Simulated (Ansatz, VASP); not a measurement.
## Two plane-wave programs on Sc4As3

Contents of INCAR:

```
ALGO     = Fast           # electronic algorithm
EDIFF    = 1E-7           # SCF threshold, eV
EDIFFG   = -0.08          # ionic threshold
ENCUT    = 600            # plane-wave cutoff, eV
GGA      = PE             # functional
IBRION   = 2              # ionic algorithm
ISIF     = 3              # what is computed and relaxed
ISMEAR   = 0              # smearing method
LASPH    = True           # aspherical terms in the spheres
LCHARG   = False          # write CHGCAR
LREAL    = False          # projectors in reciprocal space
LWAVE    = False          # write WAVECAR
NELM     = 80             # most SCF steps
NSW      = 36             # ionic steps
PREC     = Accurate       # precision mode
SIGMA    = 0.2            # smearing width, eV
```

File KPOINTS:

```
k-points
0
Gamma
  3 3 3
```

Contents of POSCAR:

```
Sc4As3
1.0
   -4.1075000000      4.1075000000      4.1075000000
    4.1075000000     -4.1075000000      4.1075000000
    4.1075000000      4.1075000000     -4.1075000000
Sc As
8 6
Direct
    0.5000000000      0.0000000000      0.3700000000
    0.6300000000      0.6300000000      0.6300000000
    0.0000000000      0.3700000000      0.5000000000
    0.3700000000      0.5000000000      0.0000000000
    0.8700000000      0.5000000000      0.0000000000
    0.5000000000      0.0000000000      0.8700000000
    0.0000000000      0.8700000000      0.5000000000
    0.1300000000      0.1300000000      0.1300000000
    0.3750000000      0.2500000000      0.6250000000
    0.6250000000      0.3750000000      0.2500000000
    0.2500000000      0.6250000000      0.3750000000
    0.7500000000      0.8750000000      0.1250000000
    0.1250000000      0.7500000000      0.8750000000
    0.8750000000      0.1250000000      0.7500000000
```

Input for Ansatz:

```yaml
crystal:
  lattice:
    - [-4.1075, 4.1075, 4.1075]
    - [4.1075, -4.1075, 4.1075]
    - [4.1075, 4.1075, -4.1075]
  atoms:
    - { symbol: Sc, position: [0.5, 0.0, 0.37] }
    - { symbol: Sc, position: [0.63, 0.63, 0.63] }
    - { symbol: Sc, position: [0.0, 0.37, 0.5] }
    - { symbol: Sc, position: [0.37, 0.5, 0.0] }
    - { symbol: Sc, position: [0.87, 0.5, 0.0] }
    - { symbol: Sc, position: [0.5, 0.0, 0.87] }
    - { symbol: Sc, position: [0.0, 0.87, 0.5] }
    - { symbol: Sc, position: [0.13, 0.13, 0.13] }
    - { symbol: As, position: [0.375, 0.25, 0.625] }
    - { symbol: As, position: [0.625, 0.375, 0.25] }
    - { symbol: As, position: [0.25, 0.625, 0.375] }
    - { symbol: As, position: [0.75, 0.875, 0.125] }
    - { symbol: As, position: [0.125, 0.75, 0.875] }
    - { symbol: As, position: [0.875, 0.125, 0.75] }
basis:
  ecutwfc: 420
kpoints:
  mp_grid: { grid: [3, 3, 3] }
hamiltonian:
  xc: pbe
scf:
  occupations: { method: gaussian, width: 0.2 }
  lower_state_search: "off"
output:
  forces: true
  stress: true
  eigenvalues: true
relax:
  adjacent_minimum: "off"
  f_tol: 0.08
  max_steps: 16
  cell: { stress_tol: 0.8 }
```

Alike in both runs: task relaxation of cell and atoms; functional PBE; k mesh 3 × 3 × 3; occupations gaussian, width 0.2 eV; no spin polarisation.

|  | VASP | Ansatz |
| --- | --- | --- |
| version | VASP 6.6.1 | Ansatz 0.2.0 |
| potentials or method | VASP PAW PBE potentials, release 64 (Sc_sv, As), cutoff 600 eV | scalar-relativistic, plane waves, PAW |
| valence electrons in the cell | 118 | 178 |

VASP gave:

- gap on the k mesh at the Fermi level, each at its own relaxed structure (eV): none
- relaxed volume (Å³/atom): 19.62
- relaxed cell length with the largest relative difference (Å): 7.093

Question: Which values does Ansatz return?

Answer: gap on the k mesh at the Fermi level, each at its own relaxed structure (eV): none; relaxed volume (Å³/atom): 19.52; relaxed cell length with the largest relative difference (Å): 7.081.

A gap of «none» marks a metal or a gap that the smearing closes. VASP's potentials hold 118 valence electrons a cell and Ansatz's 178, so a difference there can come from the potentials and not from the codes.

The k mesh is coarse, so the values compare programs but aren't converged.
